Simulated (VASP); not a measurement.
# ZnO (Fm-3m) in VASP: notebook

Runs on ZnO. Level: PBE. Tasks: single point.

Program: VASP 6.6.1. These are calculated values, not measurements. Logs are shortened: lines on timing, memory, paths and dates and some standing lists are left out, and cuts for length are marked.

## Step 1: The cell of the first run

The structure is cubic, space group Fm-3m (No. 225). The conventional cell has a = 4.310 Å, b = 4.310 Å, c = 4.310 Å, α = 90.00°, β = 90.00°, γ = 90.00°. Zn (site symmetry m-3m) has 6 O at 2.15 Å within 2.9 Å. Within 2.9 Å of O (site symmetry m-3m) lie 6 Zn at 2.15 Å.

## Step 2: Single point, PBE

INCAR

```
SYSTEM = ZnO
PREC = Accurate
ENCUT = 1340
EDIFF = 1E-6
ISMEAR = -1
SIGMA = 0.05
LREAL = .False.
LASPH = .True.
NELM = 120
ALGO = Normal
ISIF = 2
LWAVE = .False.
LCHARG = .False.
GGA = PE
NBANDS = 16
GGA_COMPAT = .False.
```

KPOINTS

```
Automatic mesh
0
Gamma
  11 11 11
  0 0 0
```

POSCAR

```
ZnO
1.0
    0.0000000000      2.1548815479      2.1548815479
    2.1548815479      0.0000000000      2.1548815479
    2.1548815479      2.1548815479      0.0000000000
Zn O
1 1
Direct
    0.0000000000      0.0000000000      0.0000000000
    0.5000000000      0.5000000000      0.5000000000
```

Potentials or basis: VASP PAW PBE potentials, release 64 (Zn, O_h).

The run is started by

```sh
> cat potpaw_PBE.64/Zn/POTCAR potpaw_PBE.64/O_h/POTCAR > POTCAR
> mpirun -np 1 vasp_std > vasp.out
```

OUTCAR:

```text
SYSTEM = ZnO
   PREC = Accurate
   ENCUT = 1340
   EDIFF = 1E-6
   ISMEAR = -1
   LREAL = .False.
   LASPH = .True.
   NELM = 120
   ISIF = 2
   GGA = PE

 ion  position               nearest neighbor table
   1  0.000  0.000  0.000-   2 2.15   2 2.15   2 2.15   2 2.15   2 2.15   2 2.15
   2  0.500  0.500  0.500-   1 2.15   1 2.15   1 2.15   1 2.15   1 2.15   1 2.15

  LATTYP: Found a face centered cubic cell.
 ALAT       =     4.3097630958

  Lattice vectors:

 A1 = (   0.0000000000,   2.1548815479,   2.1548815479)
 A2 = (   2.1548815479,   0.0000000000,   2.1548815479)
 A3 = (   2.1548815479,   2.1548815479,   0.0000000000)

Analysis of symmetry for initial positions (statically):
=====================================================================
 Subroutine PRICEL returns:
 Original cell was already a primitive cell.

 Routine SETGRP: Setting up the symmetry group for a
 face centered cubic supercell.

 Subroutine GETGRP returns: Found 48 space group operations
 (whereof 48 operations were pure point group operations)
 out of a pool of 48 trial point group operations.

The static configuration has the point symmetry O_h .

Analysis of symmetry for dynamics (positions and initial velocities):
=====================================================================
 Subroutine PRICEL returns:
 Original cell was already a primitive cell.

 Routine SETGRP: Setting up the symmetry group for a
 face centered cubic supercell.

 Subroutine GETGRP returns: Found 48 space group operations
 (whereof 48 operations were pure point group operations)
 out of a pool of 48 trial point group operations.

The dynamic configuration has the point symmetry O_h .

 Subroutine INISYM returns: Found 48 space group operations
 (whereof 48 operations are pure point group operations),
 and found     1 'primitive' translations

----------------------------------------------------------------------------------------

                                     Primitive cell

  volume of cell :      20.0124

  direct lattice vectors                    reciprocal lattice vectors
     0.000000000  2.154881548  2.154881548    -0.232031315  0.232031315  0.232031315
     2.154881548  0.000000000  2.154881548     0.232031315 -0.232031315  0.232031315
     2.154881548  2.154881548  0.000000000     0.232031315  0.232031315 -0.232031315
[... 74 lines left out ...]
 SYSTEM =  ZnO
   PREC   = accura    normal or accurate (medium, high low for compatibility)
   ISTART =      0    job   : 0-new  1-cont  2-samecut
   ICHARG =      2    charge: 1-file 2-atom 10-const
   ISPIN  =      1    spin polarized calculation?
   LNONCOLLINEAR =      F non collinear calculations
   LSORBIT =      F    spin-orbit coupling
   LASPH  =      T    aspherical Exc in radial PAW
   ENCUT  = 1340.0 eV  98.49 Ry    9.92 a.u.   9.10  9.10  9.10*2*pi/ulx,y,z
   NELM   =    120;   NELMIN=  2; NELMDL= -5     # of ELM steps
   EDIFF  = 0.1E-05   stopping-criterion for ELM
   LREAL  =      F    real-space projection
   EDIFFG = 0.1E-04   stopping-criterion for IOM
   NSW    =      0    number of steps for IOM
   IBRION =     -1    ionic relax: 0-MD 1-quasi-New 2-CG
   NFREE  =      0    steps in history (QN), initial steepest desc. (CG)
   ISIF   =      2    stress and relaxation
   ISYM   =      2    0-nonsym 1-usesym 2-fastsym
   POTIM  = 0.5000    time-step for ionic-motion
   TEBEG  =    0.0;   TEEND  =   0.0 temperature during run
   PSTRESS=    0.0 pullay stress
   NELECT =      18.0000    total number of electrons
   NUPDOWN=      -1.0000    fix difference up-down
   EMIN   =  10.00;   EMAX   =-10.00  energy-range for DOS
   EFERMI =   0.00;   METHOD = LEGACY
   ISMEAR =    -1;   SIGMA  =   0.05  broadening in eV -4-tet -1-fermi 0-gaus
   EFERMI_NEDOS =   21; number of points for ismear=-14 and -15
   IALGO  =     38    algorithm
   IMIX   =      4    mixing-type and parameters
     AMIX     =   0.40;   BMIX     =  1.00
     AMIX_MAG =   1.60;   BMIX_MAG =  1.00
  volume/ion in A,a.u.               =      10.01        67.53
  Fermi-wavevector in a.u.,A,eV,Ry     =   1.580274  2.986284 33.977345  2.497264
  Thomas-Fermi vector in A             =   2.680526
   LORBIT       =      0    0 simple, 1 ext, 2 COOP (PROOUT), +10 PAW based schemes
   GGA     = PE    functional components
   LHFCALC =     F    Hartree Fock is set to
   AEXX    =    0.0000 exact exchange contribution
   IVDW    =     0    specifies the selected vdW correction
   LEPSILON=     F    determine dielectric tensor
   LRPA    =     F    only Hartree local field effects (RPA)
 non-spin polarized calculation
  energy-cutoff  :     1340.00
  volume of cell :       20.01
 maximum number of plane-waves:      2247
   NGX = 19   NGY = 19   NGZ = 19

 number of electron      18.0000000 magnetization

 Free energy of the ion-electron system (eV)
  ---------------------------------------------------
  ext. energy  EPLUGINS =         0.00000000
  ---------------------------------------------------
  free energy    TOTEN  =        -8.63514083 eV

  energy without entropy =       -8.63513744  energy(sigma->0) =       -8.63513913

 E-fermi :   3.3862     XC(G=0): -12.1802

 val. band max:        2.8791919769   @ k =   0.4545   0.0000   0.0000
 cond. band min:       3.6874909932   @ k =   0.0000   0.0000   0.0000
 fundamental gap:      0.8082990163
 Fermi energy:         3.3861667760

 k-point     1 :       0.0000    0.0000    0.0000
  band No.  band energies     occupation
      1     -15.4994      2.00000
      2      -1.9196      2.00000
      3      -1.9196      2.00000
      4      -1.9196      2.00000
      5      -1.7138      2.00000
      6      -1.7138      2.00000
[... 433 lines left out ...]
      3      -2.5251      2.00000
      4      -2.2852      2.00000
      5      -1.7504      2.00000
      6      -1.5464      2.00000
[... 8 lines left out ...]
     15      24.0923      0.00000
     16      25.5355      0.00000

 [... further k-points ...]
[... 5 lines left out ...]
  --------------------------------------------------------------------------------------
  -------------------------------------------------------------------------------------
  Total        0.4092529      0.4092529      0.4092529      0.0000000      0.0000000     -0.0000000
  in kB       32.7643979     32.7643979     32.7643979      0.0000000      0.0000000     -0.0000000
  external PRESSURE =      32.7643979 kB  Pullay stress =       0.0000000 kB

 VOLUME and BASIS-vectors are now :
 -----------------------------------------------------------------------------
  energy-cutoff  :     1340.00
  volume of cell :       20.01
      direct lattice vectors                 reciprocal lattice vectors
     0.000000000  2.154881548  2.154881548    -0.232031315  0.232031315  0.232031315
     2.154881548  0.000000000  2.154881548     0.232031315 -0.232031315  0.232031315
     2.154881548  2.154881548  0.000000000     0.232031315  0.232031315 -0.232031315

 POSITION                                       TOTAL-FORCE (eV/Angst)
 -----------------------------------------------------------------------------------
      0.00000      0.00000      0.00000        -0.000000      0.000000     -0.000000
      2.15488      2.15488      2.15488         0.000000      0.000000      0.000000
 -----------------------------------------------------------------------------------
    total drift:                                0.000000      0.000000      0.000000

  FREE ENERGIE OF THE ION-ELECTRON SYSTEM (eV)
  ---------------------------------------------------
  free  energy   TOTEN  =        -8.6351408259 eV

  energy  without entropy=       -8.6351374431  energy(sigma->0) =       -8.63513913
```

OSZICAR:

```text
N       E                     dE             d eps       ncg     rms          rms(c)
DAV:   1     0.163762307169E+03    0.16376E+03   -0.16574E+04  1840   0.324E+03
DAV:   2     0.406987731075E+01   -0.15969E+03   -0.14198E+03  2088   0.491E+02
DAV:   3    -0.996610598232E+01   -0.14036E+02   -0.13879E+02  1960   0.117E+02
DAV:   4    -0.101182128661E+02   -0.15211E+00   -0.15203E+00  2312   0.130E+01
DAV:   5    -0.101186806210E+02   -0.46775E-03   -0.46775E-03  2008   0.771E-01    0.928E+00
DAV:   6    -0.866487562405E+01    0.14538E+01   -0.28090E+00  2832   0.504E+01    0.619E+00
DAV:   7    -0.865100544202E+01    0.13870E-01   -0.44065E-01  2216   0.117E+01    0.342E+00
DAV:   8    -0.863708370220E+01    0.13922E-01   -0.80123E-02  1936   0.298E+00    0.550E-01
DAV:   9    -0.863503131560E+01    0.20524E-02   -0.48726E-03  2776   0.113E+00    0.110E-01
DAV:  10    -0.863512254413E+01   -0.91229E-04   -0.11687E-03  1888   0.324E-01    0.590E-02
DAV:  11    -0.863514155764E+01   -0.19014E-04   -0.41751E-05  2376   0.996E-02    0.132E-02
DAV:  12    -0.863514082588E+01    0.73175E-06   -0.24821E-06  1928   0.240E-02
   1 F= -.86351408E+01 E0= -.86351391E+01  d E =-.338274E-05
```

stdout:

```text
POSCAR found type information on POSCAR ZnO
 POSCAR found :  2 types and       2 ions
 scaLAPACK will be used
 LDA part: xc-table for (Slater+PW92), standard interpolation
 POSCAR, INCAR and KPOINTS ok, starting setup
 FFT: planning ... GRIDC
 FFT: planning ... GRID_SOFT
 FFT: planning ... GRID
 WAVECAR not read
 entering main loop
```

It took 23 s on 1 thread of Intel Xeon 6975P-C (Granite Rapids), shared host; peak memory 0.25 GiB.

What came out:

| Property | Result |
| --- | --- |
| Free energy | -8.6351 eV |
| Pressure | 3.3 GPa |
| Band gap on the k mesh | 0.81 eV (least direct gap 2.08 eV) |

Caveat: the cell stands under pressure; an odd mesh through Γ misses points on the zone boundary, where band edges can lie.

## Step 3: Single point, PBE

This run uses another cell than the first one, of 9.80 Å³/atom.

INCAR: that of step 2 with these lines changed.

```diff
@@ -12,4 +12,6 @@
 LWAVE = .False.
-LCHARG = .False.
+LCHARG = .True.
 GGA = PE
+LELF = .True.
+LVHAR = .True.
 NBANDS = 16
```

KPOINTS

```
regular mesh
0
Gamma
  11 11 11
  0 0 0
```

POSCAR

```
ZnO
1.0
    0.0000000000      2.1401216220      2.1401216220
    2.1401216220      0.0000000000      2.1401216220
    2.1401216220      2.1401216220      0.0000000000
Zn O
1 1
Direct
    0.0000000000      0.0000000000      0.0000000000
    0.5000000000      0.5000000000      0.5000000000
```

Potentials or basis: VASP PAW PBE potentials, release 64 (Zn, O_h).

The run is started by

```sh
> cat potpaw_PBE.64/Zn/POTCAR potpaw_PBE.64/O_h/POTCAR > POTCAR
> mpirun -np 1 vasp_std > vasp.out
```

OUTCAR:

```text
SYSTEM = ZnO
   PREC = Accurate
   ENCUT = 1340
   EDIFF = 1E-6
   ISMEAR = -1
   LREAL = .False.
   LASPH = .True.
   NELM = 120
   ISIF = 2
   GGA = PE

 ion  position               nearest neighbor table
   1  0.000  0.000  0.000-   2 2.14   2 2.14   2 2.14   2 2.14   2 2.14   2 2.14
   2  0.500  0.500  0.500-   1 2.14   1 2.14   1 2.14   1 2.14   1 2.14   1 2.14

  LATTYP: Found a face centered cubic cell.
 ALAT       =     4.2802432440

  Lattice vectors:

 A1 = (   0.0000000000,   2.1401216220,   2.1401216220)
 A2 = (   2.1401216220,   0.0000000000,   2.1401216220)
 A3 = (   2.1401216220,   2.1401216220,   0.0000000000)

Analysis of symmetry for initial positions (statically):
=====================================================================
 Subroutine PRICEL returns:
 Original cell was already a primitive cell.

 Routine SETGRP: Setting up the symmetry group for a
 face centered cubic supercell.

 Subroutine GETGRP returns: Found 48 space group operations
 (whereof 48 operations were pure point group operations)
 out of a pool of 48 trial point group operations.

The static configuration has the point symmetry O_h .

Analysis of symmetry for dynamics (positions and initial velocities):
=====================================================================
 Subroutine PRICEL returns:
 Original cell was already a primitive cell.

 Routine SETGRP: Setting up the symmetry group for a
 face centered cubic supercell.

 Subroutine GETGRP returns: Found 48 space group operations
 (whereof 48 operations were pure point group operations)
 out of a pool of 48 trial point group operations.

The dynamic configuration has the point symmetry O_h .

 Subroutine INISYM returns: Found 48 space group operations
 (whereof 48 operations are pure point group operations),
 and found     1 'primitive' translations

[... 102 lines left out ...]
   POTIM  = 0.5000    time-step for ionic-motion
   TEBEG  =    0.0;   TEEND  =   0.0 temperature during run
   PSTRESS=    0.0 pullay stress
   NELECT =      18.0000    total number of electrons
   NUPDOWN=      -1.0000    fix difference up-down
   EMIN   =  10.00;   EMAX   =-10.00  energy-range for DOS
   EFERMI =   0.00;   METHOD = LEGACY
   ISMEAR =    -1;   SIGMA  =   0.05  broadening in eV -4-tet -1-fermi 0-gaus
   EFERMI_NEDOS =   21; number of points for ismear=-14 and -15
   IALGO  =     38    algorithm
   IMIX   =      4    mixing-type and parameters
     AMIX     =   0.40;   BMIX     =  1.00
     AMIX_MAG =   1.60;   BMIX_MAG =  1.00
  volume/ion in A,a.u.               =       9.80        66.15
  Fermi-wavevector in a.u.,A,eV,Ry     =   1.591172  3.006880 34.447629  2.531829
  Thomas-Fermi vector in A             =   2.689754
   LORBIT       =      0    0 simple, 1 ext, 2 COOP (PROOUT), +10 PAW based schemes
   GGA     = PE    functional components
   LHFCALC =     F    Hartree Fock is set to
   AEXX    =    0.0000 exact exchange contribution
   IVDW    =     0    specifies the selected vdW correction
   LEPSILON=     F    determine dielectric tensor
   LRPA    =     F    only Hartree local field effects (RPA)
 non-spin polarized calculation
  energy-cutoff  :     1340.00
  volume of cell :       19.60
 maximum number of plane-waves:      2203
   NGX = 19   NGY = 19   NGZ = 19

 number of electron      17.9999999 magnetization

 Free energy of the ion-electron system (eV)
  ---------------------------------------------------
  ext. energy  EPLUGINS =         0.00000000
  ---------------------------------------------------
  free energy    TOTEN  =        -8.62128439 eV

  energy without entropy =       -8.62128295  energy(sigma->0) =       -8.62128367

 E-fermi :   3.6516     XC(G=0): -12.2970

 val. band max:        3.0986623693   @ k =   0.4545   0.0000   0.0000
 cond. band min:       4.0006757655   @ k =   0.0000   0.0000   0.0000
 fundamental gap:      0.9020133962
 Fermi energy:         3.6516278958

 k-point     1 :       0.0000    0.0000    0.0000
  band No.  band energies     occupation
      1     -15.4680      2.00000
      2      -1.7335      2.00000
      3      -1.7335      2.00000
      4      -1.7335      2.00000
      5      -1.5185      2.00000
      6      -1.5185      2.00000
[... 433 lines left out ...]
      3      -2.3808      2.00000
      4      -2.1313      2.00000
      5      -1.5561      2.00000
      6      -1.3424      2.00000
[... 8 lines left out ...]
     15      24.5568      0.00000
     16      25.9937      0.00000

 [... further k-points ...]
[... 5 lines left out ...]
  --------------------------------------------------------------------------------------
  -------------------------------------------------------------------------------------
  Total        0.8723972      0.8723972      0.8723972      0.0000000      0.0000000      0.0000000
  in kB       71.2983514     71.2983514     71.2983514      0.0000000      0.0000000      0.0000000
  external PRESSURE =      71.2983514 kB  Pullay stress =       0.0000000 kB

 VOLUME and BASIS-vectors are now :
 -----------------------------------------------------------------------------
  energy-cutoff  :     1340.00
  volume of cell :       19.60
      direct lattice vectors                 reciprocal lattice vectors
     0.000000000  2.140121622  2.140121622    -0.233631582  0.233631582  0.233631582
     2.140121622  0.000000000  2.140121622     0.233631582 -0.233631582  0.233631582
     2.140121622  2.140121622  0.000000000     0.233631582  0.233631582 -0.233631582

 POSITION                                       TOTAL-FORCE (eV/Angst)
 -----------------------------------------------------------------------------------
      0.00000      0.00000      0.00000         0.000000     -0.000000      0.000000
      2.14012      2.14012      2.14012        -0.000000      0.000000     -0.000000
 -----------------------------------------------------------------------------------
    total drift:                                0.000000      0.000000      0.000000

  FREE ENERGIE OF THE ION-ELECTRON SYSTEM (eV)
  ---------------------------------------------------
  free  energy   TOTEN  =        -8.6212843900 eV

  energy  without entropy=       -8.6212829549  energy(sigma->0) =       -8.62128367
```

OSZICAR:

```text
N       E                     dE             d eps       ncg     rms          rms(c)
DAV:   1     0.170189385481E+03    0.17019E+03   -0.16837E+04  1816   0.327E+03
DAV:   2     0.517923390191E+01   -0.16501E+03   -0.14838E+03  2096   0.506E+02
DAV:   3    -0.992320709507E+01   -0.15102E+02   -0.14901E+02  1984   0.124E+02
DAV:   4    -0.100995219371E+02   -0.17631E+00   -0.17618E+00  2208   0.139E+01
DAV:   5    -0.101001393363E+02   -0.61740E-03   -0.61740E-03  2120   0.868E-01    0.952E+00
DAV:   6    -0.864717957280E+01    0.14530E+01   -0.27473E+00  2840   0.498E+01    0.640E+00
DAV:   7    -0.863680473085E+01    0.10375E-01   -0.43961E-01  2192   0.116E+01    0.355E+00
DAV:   8    -0.862317835497E+01    0.13626E-01   -0.75057E-02  1912   0.290E+00    0.574E-01
DAV:   9    -0.862117453652E+01    0.20038E-02   -0.47147E-03  2800   0.114E+00    0.105E-01
DAV:  10    -0.862126790980E+01   -0.93373E-04   -0.11113E-03  1880   0.323E-01    0.575E-02
DAV:  11    -0.862128506385E+01   -0.17154E-04   -0.41200E-05  2400   0.102E-01    0.126E-02
DAV:  12    -0.862128438998E+01    0.67387E-06   -0.24129E-06  1960   0.226E-02
   1 F= -.86212844E+01 E0= -.86212837E+01  d E =-.143508E-05
```

Run time: 33 s. Hardware: 1 thread of Intel Xeon 6975P-C (Granite Rapids), shared host; peak memory 0.24 GiB.

Results:

```
Free energy            : -8.6213 eV
Pressure               : 7.1 GPa
Band gap on the k mesh : 0.90 eV (least direct gap 2.24 eV)
```

Levels at points of the mesh, in eV from the valence-band top:
| k point | band 5 | band 6 | band 7 | band 8 | band 9 | band 10 | band 11 | band 12 | band 13 | band 14 |
| --- | --- | --- | --- | --- | --- | --- | --- | --- | --- | --- |
| (0.00, 0.00, 0.00) | -4.62 | -4.62 | -1.34 | -1.34 | -1.34 | 0.90 | 18.00 | 18.00 | 18.00 | 18.34 |

Caveat: the cell stands under pressure; an odd mesh through Γ misses points on the zone boundary, where band edges can lie.

## Step 4: Single point, PBE

This run uses another cell than the first one, of 9.60 Å³/atom.

INCAR: that of step 3 with these lines changed.

```diff
@@ -12,6 +12,4 @@
 LWAVE = .False.
-LCHARG = .True.
+LCHARG = .False.
 GGA = PE
-LELF = .True.
-LVHAR = .True.
 NBANDS = 16
```

KPOINTS is that of step 3.

POSCAR

```
ZnO
1.0
    0.0000000000      2.1251552469      2.1251552469
    2.1251552469      0.0000000000      2.1251552469
    2.1251552469      2.1251552469      0.0000000000
Zn O
1 1
Direct
    0.0000000000      0.0000000000      0.0000000000
    0.5000000000      0.5000000000      0.5000000000
```

The run is started by

```sh
> cat potpaw_PBE.64/Zn/POTCAR potpaw_PBE.64/O_h/POTCAR > POTCAR
> mpirun -np 1 vasp_std > vasp.out
```

Wall time 47 s (1 thread of Intel Xeon Platinum 8375C at 2.90GHz (Ice Lake), shared host); peak memory 0.25 GiB.

The run converged. Its results:

* Free energy: -8.5969 eV
* Pressure: 11.5 GPa
* Band gap on the k mesh: 1.00 eV (least direct gap 2.42 eV)

Levels at points of the mesh, in eV from the valence-band top:
```
           k point  band 5  band 6  band 7  band 8  band 9  band 10  band 11  band 12  band 13  band 14
(0.00, 0.00, 0.00)   -4.65   -4.65   -1.42   -1.42   -1.42     1.00    18.13    18.13    18.13    18.41
```

Caveat: the cell stands under pressure; an odd mesh through Γ misses points on the zone boundary, where band edges can lie.

## Step 5: The runs side by side

| cell | gap on the mesh (eV) | pressure (GPa) |
| --- | --- | --- |
| a = 3.047 Å, angles 60.0°, 2 atoms | 0.81 | 3.3 |
| a = 3.027 Å, angles 60.0°, 2 atoms | 0.90 | 7.1 |
| a = 3.005 Å, angles 60.0°, 2 atoms | 1.00 | 11.5 |

Alike in all rows: task single point; level PBE; potentials or basis VASP PAW PBE potentials, release 64 (Zn, O_h); no spin polarisation; k mesh 11 × 11 × 11; cutoff (eV) 1340; smearing fermi-dirac 0.05 eV.

Caveats: the cell stands under pressure; an odd mesh through Γ misses points on the zone boundary, where band edges can lie.

Total energies depend on the potentials used, so only differences within one code and one set of settings carry meaning.
